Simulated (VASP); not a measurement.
## Al: relaxation of cell and atoms with PBE

Crystal: Al.

```
Al
1.0
    -2.65458    2.65458    3.70749
     2.65458   -2.65458    3.70749
     2.65458    2.65458   -3.70749
Al
6
Direct
  0.50000 0.50000 0.00000
  0.25000 0.75000 0.50000
  0.87500 0.62500 0.75000
  0.87500 0.12500 0.25000
  0.37500 0.12500 0.25000
  0.87500 0.12500 0.75000
```

The cell was generated, and may not be a known phase.

```
Program                : VASP 6.6.1
Task                   : relaxation of cell and atoms
Functional             : PBE
Potentials or basis    : VASP PAW PBE potentials, release 64 (Al)
Cutoff                 : 600 eV
k mesh                 : 10 × 10 × 10
Occupations            : gaussian, width 0.1 eV
Spin                   : no spin polarisation
Dipole correction      : no
Further INCAR settings : ALGO = Fast; EDIFF = 1e-06; IBRION = 2; EDIFFG = -0.01; NSW = 100; ISIF = 3
```

- Relaxed volume: 17.44 Å³/atom
- Relaxed cell: a = 5.286 Å, b = 5.286 Å, c = 5.286 Å, α = 119.85°, β = 119.85°, γ = 90.26°
- Space group after relaxing (to 0.1 Å): Fd-3m (No. 227)
- Energy gained by relaxing: 0.2 meV/atom
- Ionic steps: 7
- Pressure after relaxing: 0.1 GPa

Step by step:
```
step  energy change (eV)  largest force (eV/Å)  pressure (GPa)  volume (Å³)
   1              0.0000                0.0000            0.15       104.50
   2             -0.0008                0.0000            0.01       104.76
   3             -0.0008                0.0000            0.01       104.77
   4             -0.0009                0.0000            0.02       104.75
   5             -0.0011                0.0000            0.05       104.72
   6             -0.0012                0.0000            0.10       104.64
   7             -0.0012                0.0000            0.07       104.67
```

Final structure:
```xyz
6
Lattice="-2.6490 2.6490 3.7290 2.6490 -2.6490 3.7290 2.6490 2.6490 -3.7290" Properties=species:S:1:pos:R:3 pbc="T T T"
Al    0.0000    0.0000    3.7290
Al    2.6490    0.0000    1.8645
Al    1.3245    2.6490    2.7968
Al   -1.3245    2.6490    2.7968
Al    0.0000    1.3245    0.9323
Al    0.0000    3.9735    0.9323
```

Levels at points of the mesh, in eV from the Fermi level:
```
           k point  band 7  band 8  band 9  band 10  band 11  band 12
(0.00, 0.00, 0.00)   -2.56   -2.56   -2.56    -0.47    -0.47    -0.37
(0.50, 0.00, 0.00)   -3.33   -3.14    0.57     1.18     1.20     1.58
(0.50, 0.50, 0.00)    1.26    1.26    1.44     1.44     2.01     2.01
(0.50, 0.50, 0.50)    1.24    1.24    1.42     1.42     1.99     1.99
```

Run time: 9.5 min on 1 thread of AMD EPYC 7R43 64-Core Processor (Zen 3) (shared host), peak memory 0.3 GiB.

Caveat: the highest band is partly filled, so the run has too few bands.
